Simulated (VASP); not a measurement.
# SiC in VASP: single point with PBE

Aim: the single point of SiC with PBE.

All numbers are computed with VASP 6.6.1; they aren't measurements. Logs are shortened: lines on timing, memory, paths and dates and some standing lists are left out, and cuts for length are marked.

### 1 The cell of the first run

The typed cell holds 12 atoms: a = 3.075 Å, b = 3.075 Å, c = 15.166 Å, α = 84.18°, β = 84.18°, γ = 60.00°.

### 2 Single point, PBE

Input file INCAR:

```
  PREC = Accurate
  ENCUT = 520
  EDIFF = 1E-6
  ISMEAR = 0
  SIGMA = 0.05
  LREAL = False
  LASPH = True
  NELM = 100
  ALGO = Normal
  ISIF = 2
  LWAVE = False
  LCHARG = False
  GGA = PE
  NBANDS = 36
```

Input file KPOINTS:

```
regular mesh
0
Gamma
  10 10 2
```

Input file POSCAR:

```
SiC
1.0
    2.1740000000     -2.1740000000      0.0000000000
    2.1740000000      0.0000000000     -2.1740000000
   10.1451884000      7.9714058000      7.9714058000
Si C
6 6
Direct
    0.6458465267      0.6458465267      0.0624666667
   -0.2985701400     -0.2985701400      0.8958000000
    0.2569631933      0.2569631933      0.2291333333
    0.4791965267      0.4791965267      0.5624666667
   -0.1319201400     -0.1319201400      0.3958000000
    0.0903131933      0.0903131933      0.7291333333
    0.5208590267      0.5208590267      0.4374666667
    0.9097423600      0.9097423600      0.2708000000
    0.1319756933      0.1319756933      0.6041333333
    0.3542090267      0.3542090267      0.9374666667
   -0.2569076400     -0.2569076400      0.7708000000
    0.2986256933      0.2986256933      0.1041333333
```

Potentials or basis: VASP PAW PBE potentials, release 64 (Si, C).

On the command line:

```sh
cat potpaw_PBE.64/Si/POTCAR potpaw_PBE.64/C/POTCAR > POTCAR
mpirun -np 1 vasp_std > vasp.out
```

OUTCAR:

```text
PREC = Accurate
   ENCUT = 520
   EDIFF = 1E-6
   ISMEAR = 0
   LREAL = False
   LASPH = True
   NELM = 100
   ISIF = 2
   GGA = PE

 ion  position               nearest neighbor table
   1  0.646  0.646  0.062-  12 1.88  12 1.88  12 1.88   2 2.51  10 2.59  10 2.59  10 2.59   3 3.07
                             3 3.07   3 3.07
   2  0.701  0.701  0.896-  10 1.88  11 1.88  10 1.88  10 1.88   1 2.51   6 3.07   6 3.07   6 3.07

   3  0.257  0.257  0.229-   8 1.88  12 1.88   8 1.88   8 1.88   1 3.07   1 3.07   1 3.07   5 3.07
                             5 3.07   5 3.07
   4  0.479  0.479  0.562-   9 1.88   9 1.88   7 1.88   9 1.88   6 3.07   6 3.07   6 3.07   5 3.07
                             5 3.07   5 3.07
   5  0.868  0.868  0.396-   7 1.88   8 1.88   7 1.88   7 1.88   4 3.07   3 3.07   4 3.07   4 3.07
                             3 3.07   3 3.07
   6  0.090  0.090  0.729-  11 1.88   9 1.88  11 1.88  11 1.88   4 3.07   4 3.07   4 3.07   2 3.07
                             2 3.07   2 3.07
   7  0.521  0.521  0.437-   5 1.88   4 1.88   5 1.88   5 1.88
   8  0.910  0.910  0.271-   3 1.88   5 1.88   3 1.88   3 1.88
   9  0.132  0.132  0.604-   4 1.88   4 1.88   6 1.88   4 1.88
  10  0.354  0.354  0.937-   2 1.88   2 1.88   2 1.88   1 2.59   1 2.59   1 2.59
  11  0.743  0.743  0.771-   6 1.88   2 1.88   6 1.88   6 1.88
  12  0.299  0.299  0.104-   1 1.88   1 1.88   3 1.88   1 1.88

  LATTYP: Found a trigonal (rhomboedric) cell.
 ALAT       =    15.1661289896
 COS(alpha) =     0.9794520407

  Lattice vectors:

 A1 = (  10.1451884000,   7.9714058000,   7.9714058000)
 A2 = (   7.9711884000,  10.1454058000,   7.9714058000)
 A3 = (   7.9711884000,   7.9714058000,  10.1454058000)

Analysis of symmetry for initial positions (statically):
=====================================================================
 Subroutine PRICEL returns:
 Original cell was already a primitive cell.

 Routine SETGRP: Setting up the symmetry group for a
 trigonal (rhombohedral) supercell.

 Subroutine GETGRP returns: Found  2 space group operations
 (whereof  2 operations were pure point group operations)
 out of a pool of 12 trial point group operations.

The static configuration has the point symmetry C_1h.

Analysis of symmetry for dynamics (positions and initial velocities):
=====================================================================
 Subroutine PRICEL returns:
 Original cell was already a primitive cell.

 Routine SETGRP: Setting up the symmetry group for a
 trigonal (rhombohedral) supercell.

 Subroutine GETGRP returns: Found  2 space group operations
 (whereof  2 operations were pure point group operations)
 out of a pool of 12 trial point group operations.

The dynamic configuration has the point symmetry C_1h.

 Subroutine INISYM returns: Found  2 space group operations
 (whereof  2 operations are pure point group operations),
 and found     1 'primitive' translations

----------------------------------------------------------------------------------------

                                     Primitive cell

  volume of cell :     123.2991

  direct lattice vectors                    reciprocal lattice vectors
     2.174000000 -2.174000000  0.000000000     0.140551211 -0.319430389  0.140551211
     2.174000000  0.000000000 -2.174000000     0.140551211  0.140551211 -0.319430389
    10.145188400  7.971405800  7.971405800     0.038331800  0.038331800  0.038331800

  length of vectors
     3.074500285  3.074500285 15.166128990     0.376224746  0.376224746  0.066392625

  position of ions in fractional coordinates (direct lattice)
     0.645846527  0.645846527  0.062466667
     0.701429860  0.701429860  0.895800000
     0.256963193  0.256963193  0.229133333
     0.479196527  0.479196527  0.562466667
     0.868079860  0.868079860  0.395800000
     0.090313193  0.090313193  0.729133333
     0.520859027  0.520859027  0.437466667
     0.909742360  0.909742360  0.270800000
     0.131975693  0.131975693  0.604133333
     0.354209027  0.354209027  0.937466667
     0.743092360  0.743092360  0.770800000
     0.298625693  0.298625693  0.104133333

  ion indices of the primitive-cell ions
   primitive index   ion index
                 1           1
                 2           2
                 3           3
                 4           4
                 5           5
                 6           6
                 7           7
                 8           8
                 9           9
                10          10
                11          11
                12          12

----------------------------------------------------------------------------------------

 KPOINTS: regular mesh

Automatic generation of k-mesh.
 Grid dimensions read from file:
 generate k-points for:   10   10    2

 Generating k-lattice:

  Cartesian coordinates                     Fractional coordinates (reciprocal lattice)
     0.014055121 -0.031943039  0.014055121     0.100000000  0.000000000 -0.000000000
     0.014055121  0.014055121 -0.031943039     0.000000000  0.100000000  0.000000000
     0.019165900  0.019165900  0.019165900     0.000000000  0.000000000  0.500000000

  Length of vectors
     0.037622475  0.037622475  0.033196313

  Shift w.r.t. Gamma in fractional coordinates (k-lattice)
     0.000000000  0.000000000  0.000000000

 -----------------------------------------------------------------------------
|                                                                             |
|           W    W    AA    RRRRR   N    N  II  N    N   GGGG   !!!           |
|           W    W   A  A   R    R  NN   N  II  NN   N  G    G  !!!           |
|           W    W  A    A  R    R  N N  N  II  N N  N  G       !!!           |
|           W WW W  AAAAAA  RRRRR   N  N N  II  N  N N  G  GGG   !            |
|           WW  WW  A    A  R   R   N   NN  II  N   NN  G    G                |
|           W    W  A    A  R    R  N    N  II  N    N   GGGG   !!!           |
|                                                                             |
|     Your reciprocal lattice and k-lattice belong to different lattice       |
|     classes:                                                                |
|                                                                             |
|        The reciprocal lattice is rhombohedral (trigonal),                   |
|        whereas your k-lattice is base-centered monoclinic.                  |
|                                                                             |
|     Results are often still useful ...                                      |
|                                                                             |
 -----------------------------------------------------------------------------

 WARNING: IBZKPT: internal override: KBLOWUP is changed to .FALSE.
      ... skipping the blow-up phase ...

 Subroutine IBZKPT returns following result:
 ===========================================

 Found     62 irreducible k-points:

 Following reciprocal coordinates:
            Coordinates               Weight
  0.000000  0.000000  0.000000      1.000000
  0.100000  0.000000 -0.000000      4.000000
  0.200000  0.000000 -0.000000      4.000000
  0.300000  0.000000 -0.000000      4.000000
  0.400000  0.000000 -0.000000      4.000000
  0.500000  0.000000 -0.000000      2.000000
[... 16 lines left out ...]
  0.300000  0.300000 -0.000000      2.000000
  0.400000  0.300000 -0.000000      4.000000
 [... further k-points ...]
   k-points           NKPTS =     62   k-points in BZ     NKDIM =     62   number of bands    NBANDS=     36
   number of dos      NEDOS =    301   number of ions     NIONS =     12
   total plane-waves  NPLWV =  69120
   dimension x,y,z NGX =    24 NGY =   24 NGZ =  120
   dimension x,y,z NGXF=    48 NGYF=   48 NGZF=  240
   ions per type =               6   6
   NGX,Y,Z   is equivalent  to a cutoff of  12.98, 12.98, 13.15 a.u.
   NGXF,Y,Z  is equivalent  to a cutoff of  25.95, 25.95, 26.31 a.u.
 SYSTEM =  unknown system
   PREC   = accura    normal or accurate (medium, high low for compatibility)
   ISTART =      0    job   : 0-new  1-cont  2-samecut
   ICHARG =      2    charge: 1-file 2-atom 10-const
   ISPIN  =      1    spin polarized calculation?
   LNONCOLLINEAR =      F non collinear calculations
   LSORBIT =      F    spin-orbit coupling
   LASPH  =      T    aspherical Exc in radial PAW
   ENCUT  =  520.0 eV  38.22 Ry    6.18 a.u.   5.72  5.72 28.20*2*pi/ulx,y,z
   NELM   =    100;   NELMIN=  2; NELMDL= -5     # of ELM steps
   EDIFF  = 0.1E-05   stopping-criterion for ELM
   LREAL  =      F    real-space projection
   EDIFFG = 0.1E-04   stopping-criterion for IOM
   NSW    =      0    number of steps for IOM
   IBRION =     -1    ionic relax: 0-MD 1-quasi-New 2-CG
   NFREE  =      0    steps in history (QN), initial steepest desc. (CG)
   ISIF   =      2    stress and relaxation
   ISYM   =      2    0-nonsym 1-usesym 2-fastsym
   POTIM  = 0.5000    time-step for ionic-motion
   TEBEG  =    0.0;   TEEND  =   0.0 temperature during run
   PSTRESS=    0.0 pullay stress
   NELECT =      48.0000    total number of electrons
   NUPDOWN=      -1.0000    fix difference up-down
   EMIN   =  10.00;   EMAX   =-10.00  energy-range for DOS
   EFERMI =   0.00;   METHOD = LEGACY
   ISMEAR =     0;   SIGMA  =   0.05  broadening in eV -4-tet -1-fermi 0-gaus
   EFERMI_NEDOS =   21; number of points for ismear=-14 and -15
   IALGO  =     38    algorithm
   IMIX   =      4    mixing-type and parameters
     AMIX     =   0.40;   BMIX     =  1.00
     AMIX_MAG =   1.60;   BMIX_MAG =  1.00
  volume/ion in A,a.u.               =      10.27        69.34
  Fermi-wavevector in a.u.,A,eV,Ry     =   1.195369  2.258920 19.441458  1.428907
  Thomas-Fermi vector in A             =   2.331336
   LORBIT       =      0    0 simple, 1 ext, 2 COOP (PROOUT), +10 PAW based schemes
   GGA     = PE    functional components
   LHFCALC =     F    Hartree Fock is set to
   AEXX    =    0.0000 exact exchange contribution
   IVDW    =     0    specifies the selected vdW correction
   LEPSILON=     F    determine dielectric tensor
   LRPA    =     F    only Hartree local field effects (RPA)
 non-spin polarized calculation
 Gauss-broadening in eV      SIGMA  =   0.05
  energy-cutoff  :      520.00
  volume of cell :      123.30
 maximum number of plane-waves:      3340
   NGX = 11   NGY = 11   NGZ = 57

 number of electron      48.0000003 magnetization

 Free energy of the ion-electron system (eV)
  ---------------------------------------------------
  ext. energy  EPLUGINS =         0.00000000
  ---------------------------------------------------
  free energy    TOTEN  =       -87.19954251 eV

  energy without entropy =      -87.19891066  energy(sigma->0) =      -87.19922658

 E-fermi :   8.7276     XC(G=0): -11.4151

 val. band max:        8.6795936443   @ k =  -0.1000   0.1000   0.0000
 cond. band min:       8.7689030414   @ k =   0.5000   0.0000  -0.0000
 fundamental gap:      0.0893093971
 Fermi energy:         8.7276176416

 k-point     1 :       0.0000    0.0000    0.0000
  band No.  band energies     occupation
      1      -7.3400      2.00000
      2      -6.7596      2.00000
      3      -6.6326      2.00000
      4      -5.2295      2.00000
      5      -5.1081      2.00000
      6      -3.6293      2.00000
[... 28 lines left out ...]
     35      15.6597      0.00000
     36      15.7972      0.00000

 k-point     2 :       0.1000    0.0000   -0.0000
  band No.  band energies     occupation
      1      -7.1648      2.00000
      2      -6.5948      2.00000
      3      -6.4502      2.00000
      4      -5.0926      2.00000
      5      -4.9153      2.00000
      6      -3.4835      2.00000
[... 28 lines left out ...]
     35      15.6839      0.00000
     36      15.8770      0.00000
[... 817 lines left out ...]
     35      16.0914      0.00000
     36      16.5649      0.00000

 k-point    24 :       0.4000    0.3000   -0.0000
  band No.  band energies     occupation
      1      -5.1675      2.00000
      2      -4.7409      2.00000
      3      -4.3511      2.00000
      4      -3.5481      2.00000
      5      -2.9345      2.00000
      6      -2.1043      2.00000
[... 28 lines left out ...]
     35      15.7430      0.00000
     36      16.1582      0.00000

 [... further k-points ...]
[... 5 lines left out ...]
  --------------------------------------------------------------------------------------
  -------------------------------------------------------------------------------------
  Total        3.9585887      3.9676273      3.9676273      3.4303459      3.4339233      3.4303459
  in kB       51.4388321     51.5562813     51.5562813     44.5747205     44.6212063     44.5747206
  external PRESSURE =      51.5171316 kB  Pullay stress =       0.0000000 kB

 VOLUME and BASIS-vectors are now :
 -----------------------------------------------------------------------------
  energy-cutoff  :      520.00
  volume of cell :      123.30
      direct lattice vectors                 reciprocal lattice vectors
     2.174000000 -2.174000000  0.000000000     0.140551211 -0.319430389  0.140551211
     2.174000000  0.000000000 -2.174000000     0.140551211  0.140551211 -0.319430389
    10.145188400  7.971405800  7.971405800     0.038331800  0.038331800  0.038331800

 POSITION                                       TOTAL-FORCE (eV/Angst)
 -----------------------------------------------------------------------------------
      3.44188     -0.90612     -0.90612        -0.092687     -0.091643     -0.091643
     12.13788      5.61588      5.61588        -0.243125     -0.243066     -0.243066
      3.44188      1.26788      1.26788         0.420811      0.421110      0.421110
      7.78988      3.44188      3.44188         0.067300      0.066953      0.066953
      7.78988      1.26788      1.26788         0.057401      0.057133      0.057133
      7.78988      5.61588      5.61588         0.087089      0.087054      0.087054
      6.70288      2.35488      2.35488        -0.066630     -0.066347     -0.066347
      6.70288      0.18088      0.18088        -0.053420     -0.053488     -0.053488
      6.70288      4.52888      4.52888        -0.071924     -0.071448     -0.071448
     11.05088      6.70288      6.70288        -0.741824     -0.743774     -0.743774
     11.05088      4.52888      4.52888        -0.183334     -0.183591     -0.183591
      2.35488      0.18088      0.18088         0.820342      0.821107      0.821107
 -----------------------------------------------------------------------------------
    total drift:                                0.000144      0.000140      0.000140

  FREE ENERGIE OF THE ION-ELECTRON SYSTEM (eV)
  ---------------------------------------------------
  free  energy   TOTEN  =       -87.1995425105 eV

  energy  without entropy=      -87.1989106591  energy(sigma->0) =      -87.19922658
```

Wall time 4 min (1 thread of Intel Xeon 6975P-C, shared host); peak memory 0.37 GiB.

What came out:

```
Free energy            : -87.1995 eV
Pressure               : 5.2 GPa
Largest force          : 1.422 eV/Å
Band gap on the k mesh : 0.09 eV, indirect (least direct gap 0.39 eV)
```

Forces on the atoms (eV/Å):
```
Si  -0.093 -0.092 -0.092
Si  -0.243 -0.243 -0.243
Si   0.421  0.421  0.421
Si   0.067  0.067  0.067
Si   0.057  0.057  0.057
Si   0.087  0.087  0.087
C   -0.067 -0.066 -0.066
C   -0.053 -0.053 -0.053
C   -0.072 -0.071 -0.071
C   -0.742 -0.744 -0.744
C   -0.183 -0.184 -0.184
C    0.820  0.821  0.821
```

Caveat: forces of over 1 eV/Å act on the atoms, so gaps and moduli don't describe the material at rest. A k mesh can miss the band edges.
